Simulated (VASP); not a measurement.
# AlRu in VASP: further runs, part 3 of 3

VASP 6.6.1. Earlier steps stand in the parts before.

## (4) Electric field gradients, PBE (z stretched by -3 % at fixed volume)

INCAR

```
SYSTEM = AlRu
ALGO = Normal ; EDIFF = 1E-8
ENCUT = 520 ; GGA = PE
ISIF = 2 ; ISMEAR = -1
LASPH = .TRUE. ; LCHARG = .FALSE.
LEFG = .TRUE. ; LREAL = .FALSE.
LWAVE = .FALSE. ; NBANDS = 16
NELM = 60 ; PREC = Accurate
SIGMA = 0.05
```

KPOINTS

```
k-points
0
G
  12 12 12
  0 0 0
```

POSCAR

```
AlRu
1.0
    3.0375095875      0.0000000000      0.0000000000
    0.0000000000      3.0375095875      0.0000000000
    0.0000000000      0.0000000000      2.9018520000
Al Ru
1 1
Direct
    0.0000000000      0.0000000000      0.0000000000
    0.5000000000      0.5000000000      0.5000000000
```

Potentials or basis: VASP PAW PBE potentials, release 64 (Al, Ru_pv).

Started as:

```console
$ cat potpaw_PBE.64/Al/POTCAR potpaw_PBE.64/Ru_pv/POTCAR > POTCAR
$ mpirun -np 1 vasp_std > vasp.out
```

OUTCAR:

```text
SYSTEM = AlRu
   EDIFF = 1E-8
   ENCUT = 520
   GGA = PE
   ISIF = 2
   ISMEAR = -1
   LASPH = .TRUE.
   LREAL = .FALSE.
   NELM = 60
   PREC = Accurate

 ion  position               nearest neighbor table
   1  0.000  0.000  0.000-   2 2.59   2 2.59   2 2.59   2 2.59   2 2.59   2 2.59   2 2.59   2 2.59

   2  0.500  0.500  0.500-   1 2.59   1 2.59   1 2.59   1 2.59   1 2.59   1 2.59   1 2.59   1 2.59

  LATTYP: Found a simple tetragonal cell.
 ALAT       =     3.0375095875
 C/A-ratio  =     0.9553392068

  Lattice vectors:

 A1 = (   3.0375095875,   0.0000000000,   0.0000000000)
 A2 = (   0.0000000000,   3.0375095875,   0.0000000000)
 A3 = (   0.0000000000,   0.0000000000,   2.9018520000)

Analysis of symmetry for initial positions (statically):
=====================================================================
 Subroutine PRICEL returns:
 Original cell was already a primitive cell.

 Routine SETGRP: Setting up the symmetry group for a
 simple tetragonal supercell.

 Subroutine GETGRP returns: Found 16 space group operations
 (whereof 16 operations were pure point group operations)
 out of a pool of 16 trial point group operations.

The static configuration has the point symmetry D_4h.

Analysis of symmetry for dynamics (positions and initial velocities):
=====================================================================
 Subroutine PRICEL returns:
 Original cell was already a primitive cell.

 Routine SETGRP: Setting up the symmetry group for a
 simple tetragonal supercell.

 Subroutine GETGRP returns: Found 16 space group operations
 (whereof 16 operations were pure point group operations)
 out of a pool of 16 trial point group operations.

The dynamic configuration has the point symmetry D_4h.

 Subroutine INISYM returns: Found 16 space group operations
 (whereof 16 operations are pure point group operations),
 and found     1 'primitive' translations

----------------------------------------------------------------------------------------

                                     Primitive cell

  volume of cell :      26.7738

  direct lattice vectors                    reciprocal lattice vectors
     3.037509588  0.000000000  0.000000000     0.329217068  0.000000000  0.000000000
     0.000000000  3.037509588  0.000000000     0.000000000  0.329217068  0.000000000
     0.000000000  0.000000000  2.901852000     0.000000000  0.000000000  0.344607513

  length of vectors
     3.037509588  3.037509588  2.901852000     0.329217068  0.329217068  0.344607513

  position of ions in fractional coordinates (direct lattice)
     0.000000000  0.000000000  0.000000000
     0.500000000  0.500000000  0.500000000

  ion indices of the primitive-cell ions
   primitive index   ion index
                 1           1
                 2           2

----------------------------------------------------------------------------------------

 KPOINTS: k-points

Automatic generation of k-mesh.
[... 63 lines left out ...]
   LASPH  =      T    aspherical Exc in radial PAW
   ENCUT  =  520.0 eV  38.22 Ry    6.18 a.u.   5.65  5.65  5.40*2*pi/ulx,y,z
   NELM   =     60;   NELMIN=  2; NELMDL= -5     # of ELM steps
   EDIFF  = 0.1E-07   stopping-criterion for ELM
   LREAL  =      F    real-space projection
   EDIFFG = 0.1E-06   stopping-criterion for IOM
   NSW    =      0    number of steps for IOM
   IBRION =     -1    ionic relax: 0-MD 1-quasi-New 2-CG
   NFREE  =      0    steps in history (QN), initial steepest desc. (CG)
   ISIF   =      2    stress and relaxation
   ISYM   =      2    0-nonsym 1-usesym 2-fastsym
   POTIM  = 0.5000    time-step for ionic-motion
   TEBEG  =    0.0;   TEEND  =   0.0 temperature during run
   PSTRESS=    0.0 pullay stress
   NELECT =      17.0000    total number of electrons
   NUPDOWN=      -1.0000    fix difference up-down
   EMIN   =  10.00;   EMAX   =-10.00  energy-range for DOS
   EFERMI =   0.00;   METHOD = LEGACY
   ISMEAR =    -1;   SIGMA  =   0.05  broadening in eV -4-tet -1-fermi 0-gaus
   EFERMI_NEDOS =   21; number of points for ismear=-14 and -15
   IALGO  =     38    algorithm
   IMIX   =      4    mixing-type and parameters
     AMIX     =   0.40;   BMIX     =  1.00
     AMIX_MAG =   1.60;   BMIX_MAG =  1.00
  volume/ion in A,a.u.               =      13.39        90.34
  Fermi-wavevector in a.u.,A,eV,Ry     =   1.407087  2.659009 26.938090  1.979894
  Thomas-Fermi vector in A             =   2.529382
   LORBIT       =      0    0 simple, 1 ext, 2 COOP (PROOUT), +10 PAW based schemes
   GGA     = PE    functional components
[... 5 lines left out ...]
 non-spin polarized calculation
  energy-cutoff  :      520.00
  volume of cell :       26.77
 maximum number of plane-waves:       732
 NGX is ok and might be reduce to    24
   NGX = 11   NGY = 11   NGZ = 11

 number of electron      17.0000005 magnetization

 Free energy of the ion-electron system (eV)
  ---------------------------------------------------
  ext. energy  EPLUGINS =         0.00000000
  ---------------------------------------------------
  free energy    TOTEN  =       -14.24727838 eV

  energy without entropy =      -14.23542399  energy(sigma->0) =      -14.24135119

 E-fermi :  10.7208     XC(G=0): -12.5663

 val. band max:       10.7186024468   @ k =   0.5000   0.1667   0.2500
 cond. band min:      10.7294671515   @ k =   0.0833   0.0833   0.4167
 fundamental gap:      0.0108647047
 Fermi energy:        10.7208271610

 k-point     1 :       0.0000    0.0000    0.0000
  band No.  band energies     occupation
      1     -31.0720      2.00000
      2     -31.0720      2.00000
      3     -31.0069      2.00000
      4       1.0393      2.00000
      5       7.1374      2.00000
      6       7.1539      2.00000
[... 433 lines left out ...]
      3     -30.9824      2.00000
      4       4.5571      2.00000
      5       6.7354      2.00000
      6       8.6367      2.00000
[... 8 lines left out ...]
     15      23.3618      0.00000
     16      26.5014      0.00000

 [... further k-points ...]
[... 5 lines left out ...]
  --------------------------------------------------------------------------------------
  -------------------------------------------------------------------------------------
  Total       -0.0254720     -0.0254720      1.4068240      0.0000000      0.0000000      0.0000000
  in kB       -1.5242757     -1.5242757     84.1859807      0.0000000      0.0000000      0.0000000
  external PRESSURE =      27.0458097 kB  Pullay stress =       0.0000000 kB

 VOLUME and BASIS-vectors are now :
 -----------------------------------------------------------------------------
  energy-cutoff  :      520.00
  volume of cell :       26.77
      direct lattice vectors                 reciprocal lattice vectors
     3.037509588  0.000000000  0.000000000     0.329217068  0.000000000  0.000000000
     0.000000000  3.037509588  0.000000000     0.000000000  0.329217068  0.000000000
     0.000000000  0.000000000  2.901852000     0.000000000  0.000000000  0.344607513

 POSITION                                       TOTAL-FORCE (eV/Angst)
 -----------------------------------------------------------------------------------
      0.00000      0.00000      0.00000         0.000000      0.000000      0.000000
      1.51875      1.51875      1.45093         0.000000      0.000000      0.000000
 -----------------------------------------------------------------------------------
    total drift:                                0.000000     -0.000000     -0.000000

  FREE ENERGIE OF THE ION-ELECTRON SYSTEM (eV)
  ---------------------------------------------------
  free  energy   TOTEN  =       -14.2472783810 eV

  energy  without entropy=      -14.2354239916  energy(sigma->0) =      -14.24135119

 Electric field gradients (V/A^2)
---------------------------------------------------------------------
 ion       V_xx      V_yy      V_zz      V_xy      V_xz      V_yz
---------------------------------------------------------------------
   1       0.203     0.203    -0.406     0.000     0.000    -0.000
   2      13.876    13.876   -27.752     0.000     0.000     0.000
---------------------------------------------------------------------

 Electric field gradients after diagonalization (V/A^2)
 (convention: |V_zz| > |V_xx| > |V_yy|)
----------------------------------------------------------------------
 ion       V_xx      V_yy      V_zz     asymmetry (V_yy - V_xx)/ V_zz
----------------------------------------------------------------------
   1       0.203     0.203    -0.406       0.000
   2      13.876    13.876   -27.752       0.000
----------------------------------------------------------------------

           NMR quadrupolar parameters

 Cq : quadrupolar parameter    Cq=e*Q*V_zz/h
 eta: asymmetry parameters     (V_yy - V_xx)/ V_zz
 Q  : nuclear electric quadrupole moment in mb (millibarn)
----------------------------------------------------------------------
 ion       Cq(MHz)       eta       Q (mb)
----------------------------------------------------------------------
   1      -0.001       0.000       1.000
   2      -0.067       0.000       1.000
----------------------------------------------------------------------
```

OSZICAR:

```text
N       E                     dE             d eps       ncg     rms          rms(c)
DAV:   1     0.116516005063E+03    0.11652E+03   -0.91779E+03  6416   0.988E+02
DAV:   2    -0.130209611555E+02   -0.12954E+03   -0.12344E+03  7432   0.291E+02
DAV:   3    -0.149063989961E+02   -0.18854E+01   -0.18805E+01  7920   0.367E+01
DAV:   4    -0.149202772646E+02   -0.13878E-01   -0.13861E-01  7952   0.334E+00
DAV:   5    -0.149204867779E+02   -0.20951E-03   -0.20908E-03  7584   0.393E-01    0.122E+01
DAV:   6    -0.143334735881E+02    0.58701E+00   -0.22834E+00  6840   0.163E+01    0.233E+00
DAV:   7    -0.142628804294E+02    0.70593E-01   -0.17691E-01  6632   0.470E+00    0.206E+00
DAV:   8    -0.142474531041E+02    0.15427E-01   -0.17429E-02  7480   0.106E+00    0.188E-01
DAV:   9    -0.142472867105E+02    0.16639E-03   -0.28472E-04  7752   0.137E-01    0.122E-01
DAV:  10    -0.142472800406E+02    0.66699E-05   -0.27941E-05  7184   0.551E-02    0.643E-03
DAV:  11    -0.142472787231E+02    0.13175E-05   -0.17506E-06  7800   0.120E-02    0.537E-03
DAV:  12    -0.142472785670E+02    0.15614E-06   -0.46774E-08  7728   0.170E-03    0.166E-03
DAV:  13    -0.142472783915E+02    0.17552E-06   -0.59936E-09  4944   0.798E-04    0.196E-04
DAV:  14    -0.142472783800E+02    0.11422E-07   -0.32464E-10  3824   0.183E-04    0.574E-05
DAV:  15    -0.142472783810E+02   -0.10129E-08   -0.38373E-11  3592   0.662E-05
   1 F= -.14247278E+02 E0= -.14241351E+02  d E =-.118544E-01
```

stdout:

```text
POSCAR found type information on POSCAR AlRu
 POSCAR found :  2 types and       2 ions
 scaLAPACK will be used
 LDA part: xc-table for (Slater+PW92), standard interpolation
 POSCAR, INCAR and KPOINTS ok, starting setup
 FFT: planning ... GRIDC
 FFT: planning ... GRID_SOFT
 FFT: planning ... GRID
 WAVECAR not read
 entering main loop
ion   1

ion   2
```

Wall time 20 s (1 thread of Intel Xeon 6975P-C (Granite Rapids), shared host); peak memory 0.2 GiB.

What came out:

* Free energy: -14.2473 eV
* Pressure: 2.7 GPa

Stress tensor (GPa, compression positive):
```
-0.15  0.00  0.00
 0.00 -0.15  0.00
 0.00  0.00  8.42
```

Electric field gradients, principal values (V/Å²):
```tsv
atom	least	middle	greatest (by size)
1 Al	0.203	0.203	-0.406
2 Ru	13.876	13.876	-27.752
```

Caveat: without QUAD_EFG the Cq values of the log hold for a quadrupole moment of 1 mb, not for the nuclei.

## (5) Electric field gradients, PBE (z stretched by -3 % at fixed volume)

INCAR

```
  ALGO = Normal
  EDIFF = 1E-8
  ENCUT = 520
  GGA = PE
  ISIF = 2
  ISMEAR = -1
  LASPH = True
  LCHARG = False
  LEFG = True
  LREAL = False
  LWAVE = False
  NBANDS = 16
  NELM = 100
  PREC = Accurate
  SIGMA = 0.05
```

KPOINTS

```
k-points
0
Gamma
  12 12 12
```

POSCAR is that of step 4.

Potentials or basis: VASP PAW PBE potentials, release 64 (Al, Ru_pv).

Started as:

```console
$ cat potpaw_PBE.64/Al/POTCAR potpaw_PBE.64/Ru_pv/POTCAR > POTCAR
$ mpirun -np 1 vasp_std > vasp.out
```

OUTCAR:

```text
EDIFF = 1E-8
   ENCUT = 520
   GGA = PE
   ISIF = 2
   ISMEAR = -1
   LASPH = True
   LREAL = False
   NELM = 100
   PREC = Accurate

 ion  position               nearest neighbor table
   1  0.000  0.000  0.000-   2 2.59   2 2.59   2 2.59   2 2.59   2 2.59   2 2.59   2 2.59   2 2.59

   2  0.500  0.500  0.500-   1 2.59   1 2.59   1 2.59   1 2.59   1 2.59   1 2.59   1 2.59   1 2.59

  LATTYP: Found a simple tetragonal cell.
 ALAT       =     3.0375095875
 C/A-ratio  =     0.9553392068

  Lattice vectors:

 A1 = (   3.0375095875,   0.0000000000,   0.0000000000)
 A2 = (   0.0000000000,   3.0375095875,   0.0000000000)
 A3 = (   0.0000000000,   0.0000000000,   2.9018520000)

Analysis of symmetry for initial positions (statically):
=====================================================================
 Subroutine PRICEL returns:
 Original cell was already a primitive cell.

 Routine SETGRP: Setting up the symmetry group for a
 simple tetragonal supercell.

 Subroutine GETGRP returns: Found 16 space group operations
 (whereof 16 operations were pure point group operations)
 out of a pool of 16 trial point group operations.

The static configuration has the point symmetry D_4h.

Analysis of symmetry for dynamics (positions and initial velocities):
=====================================================================
 Subroutine PRICEL returns:
 Original cell was already a primitive cell.

 Routine SETGRP: Setting up the symmetry group for a
 simple tetragonal supercell.

 Subroutine GETGRP returns: Found 16 space group operations
 (whereof 16 operations were pure point group operations)
 out of a pool of 16 trial point group operations.

The dynamic configuration has the point symmetry D_4h.

[... 150 lines left out ...]
 fundamental gap:      0.0108647047
 Fermi energy:        10.7208271610

 k-point     1 :       0.0000    0.0000    0.0000
  band No.  band energies     occupation
      1     -31.0720      2.00000
      2     -31.0720      2.00000
      3     -31.0069      2.00000
      4       1.0393      2.00000
      5       7.1374      2.00000
      6       7.1539      2.00000
[... 433 lines left out ...]
      3     -30.9824      2.00000
      4       4.5571      2.00000
      5       6.7354      2.00000
      6       8.6367      2.00000
[... 8 lines left out ...]
     15      23.3618      0.00000
     16      26.5014      0.00000

 [... further k-points ...]
[... 5 lines left out ...]
  --------------------------------------------------------------------------------------
  -------------------------------------------------------------------------------------
  Total       -0.0254720     -0.0254720      1.4068240      0.0000000      0.0000000      0.0000000
  in kB       -1.5242757     -1.5242757     84.1859807      0.0000000      0.0000000      0.0000000
  external PRESSURE =      27.0458097 kB  Pullay stress =       0.0000000 kB

 VOLUME and BASIS-vectors are now :
 -----------------------------------------------------------------------------
  energy-cutoff  :      520.00
  volume of cell :       26.77
      direct lattice vectors                 reciprocal lattice vectors
     3.037509588  0.000000000  0.000000000     0.329217068  0.000000000  0.000000000
     0.000000000  3.037509588  0.000000000     0.000000000  0.329217068  0.000000000
     0.000000000  0.000000000  2.901852000     0.000000000  0.000000000  0.344607513

 POSITION                                       TOTAL-FORCE (eV/Angst)
 -----------------------------------------------------------------------------------
      0.00000      0.00000      0.00000         0.000000      0.000000      0.000000
      1.51875      1.51875      1.45093         0.000000      0.000000      0.000000
 -----------------------------------------------------------------------------------
    total drift:                                0.000000     -0.000000     -0.000000

  FREE ENERGIE OF THE ION-ELECTRON SYSTEM (eV)
  ---------------------------------------------------
  free  energy   TOTEN  =       -14.2472783810 eV

  energy  without entropy=      -14.2354239916  energy(sigma->0) =      -14.24135119

 Electric field gradients (V/A^2)
---------------------------------------------------------------------
 ion       V_xx      V_yy      V_zz      V_xy      V_xz      V_yz
---------------------------------------------------------------------
   1       0.203     0.203    -0.406     0.000     0.000    -0.000
   2      13.876    13.876   -27.752     0.000     0.000     0.000
---------------------------------------------------------------------

 Electric field gradients after diagonalization (V/A^2)
 (convention: |V_zz| > |V_xx| > |V_yy|)
----------------------------------------------------------------------
 ion       V_xx      V_yy      V_zz     asymmetry (V_yy - V_xx)/ V_zz
----------------------------------------------------------------------
   1       0.203     0.203    -0.406       0.000
   2      13.876    13.876   -27.752       0.000
----------------------------------------------------------------------

           NMR quadrupolar parameters

 Cq : quadrupolar parameter    Cq=e*Q*V_zz/h
 eta: asymmetry parameters     (V_yy - V_xx)/ V_zz
 Q  : nuclear electric quadrupole moment in mb (millibarn)
----------------------------------------------------------------------
 ion       Cq(MHz)       eta       Q (mb)
----------------------------------------------------------------------
   1      -0.001       0.000       1.000
   2      -0.067       0.000       1.000
----------------------------------------------------------------------
```

OSZICAR:

```text
N       E                     dE             d eps       ncg     rms          rms(c)
DAV:   1     0.116516005063E+03    0.11652E+03   -0.91779E+03  6416   0.988E+02
DAV:   2    -0.130209611555E+02   -0.12954E+03   -0.12344E+03  7432   0.291E+02
DAV:   3    -0.149063989961E+02   -0.18854E+01   -0.18805E+01  7920   0.367E+01
DAV:   4    -0.149202772646E+02   -0.13878E-01   -0.13861E-01  7952   0.334E+00
DAV:   5    -0.149204867779E+02   -0.20951E-03   -0.20908E-03  7584   0.393E-01    0.122E+01
DAV:   6    -0.143334735881E+02    0.58701E+00   -0.22834E+00  6840   0.163E+01    0.233E+00
DAV:   7    -0.142628804294E+02    0.70593E-01   -0.17691E-01  6632   0.470E+00    0.206E+00
DAV:   8    -0.142474531041E+02    0.15427E-01   -0.17429E-02  7480   0.106E+00    0.188E-01
DAV:   9    -0.142472867105E+02    0.16639E-03   -0.28472E-04  7752   0.137E-01    0.122E-01
DAV:  10    -0.142472800406E+02    0.66699E-05   -0.27941E-05  7184   0.551E-02    0.643E-03
DAV:  11    -0.142472787231E+02    0.13175E-05   -0.17506E-06  7800   0.120E-02    0.537E-03
DAV:  12    -0.142472785670E+02    0.15614E-06   -0.46774E-08  7728   0.170E-03    0.166E-03
DAV:  13    -0.142472783915E+02    0.17552E-06   -0.59936E-09  4944   0.798E-04    0.196E-04
DAV:  14    -0.142472783800E+02    0.11422E-07   -0.32464E-10  3824   0.183E-04    0.574E-05
DAV:  15    -0.142472783810E+02   -0.10129E-08   -0.38373E-11  3592   0.662E-05
   1 F= -.14247278E+02 E0= -.14241351E+02  d E =-.118544E-01
```

Wall time 20 s (1 thread of Intel Xeon 6975P-C (Granite Rapids), shared host); peak memory 0.2 GiB.

What came out:

```
Free energy : -14.2473 eV
Pressure    : 2.7 GPa
```

Levels at points of the mesh, in eV from the Fermi level:
```tsv
k point	band 5	band 6	band 7	band 8	band 9	band 10	band 11	band 12	band 13	band 14
(0.00, 0.00, 0.00)	-3.58	-3.57	-0.02	0.29	0.29	5.61	5.61	7.04	10.79	11.06
(0.50, 0.00, 0.00)	-5.66	-2.84	-1.78	-1.24	0.51	2.03	7.43	10.63	11.85	12.11
(0.50, 0.50, 0.00)	-3.18	-1.54	-1.54	-0.88	-0.88	1.33	4.88	6.01	11.33	12.11
(0.00, 0.00, 0.50)	-5.14	-2.64	-1.80	-1.80	0.30	2.81	7.42	10.64	10.64	12.11
(0.50, 0.00, 0.50)	-3.00	-1.45	-1.39	-1.23	-1.11	1.60	5.57	6.31	10.26	12.11
(0.50, 0.50, 0.50)	-4.66	-4.58	1.46	1.79	2.58	4.04	4.04	4.34	8.09	8.72
```

Electric field gradients, principal values (V/Å²):
| atom | least | middle | greatest (by size) |
| --- | --- | --- | --- |
| 1 Al | 0.203 | 0.203 | -0.406 |
| 2 Ru | 13.876 | 13.876 | -27.752 |

Caveat: without QUAD_EFG the Cq values of the log hold for a quadrupole moment of 1 mb, not for the nuclei.

## (6) Summary

| level | cell | gap on the mesh (eV) | pressure (GPa) |
| --- | --- | --- | --- |
| PBE+D3(BJ) | a = 2.992 Å, 2 atoms | none | -4.0 |
| PBE | a = 2.977, b = 2.977, c = 3.022 Å, 2 atoms | none | 2.5 |
| PBE | a = 3.038, b = 3.038, c = 2.902 Å, 2 atoms | none | 2.7 |

Alike in all rows: task electric field gradients; potentials or basis VASP PAW PBE potentials, release 64 (Al, Ru_pv); no spin polarisation; k mesh 12 × 12 × 12; cutoff (eV) 520; smearing fermi-dirac 0.05 eV.

Caveats: pairwise dispersion overbinds metals, which lowers pressure and volume (some runs).

Total energies depend on the potentials used, so only differences within one code and one set of settings carry meaning.
